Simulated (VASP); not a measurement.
Crystal: YbH3.

```
Yb H
1.0
     0.00000    2.60497    2.60497
     2.60497    0.00000    2.60497
     2.60497    2.60497    0.00000
Yb H
1 3
Direct
  0.00000 0.00000 0.00000
  0.75000 0.75000 0.75000
  0.25000 0.25000 0.25000
  0.50000 0.50000 0.50000
```

Base run:

| Item | Value |
| --- | --- |
| Program | VASP 6.6.1 |
| Functional | PBE |
| Potentials or basis | VASP PAW PBE potentials, release 64 (Yb, H) |
| Cutoff | 520 eV |
| k mesh | 8 × 8 × 8 |
| Occupations | fermi-dirac, width 0.15 eV |
| Spin | no spin polarisation |

Its results: pressure -5.6 GPa.

Problem. The run is repeated on the same cell with these changes: functional from PBE to r2SCAN. What comes out?

Solution. Pressure -6.7 GPa.

Caveats: the PAW data sets were made with another functional, which shifts forces and pressure a little (some runs).
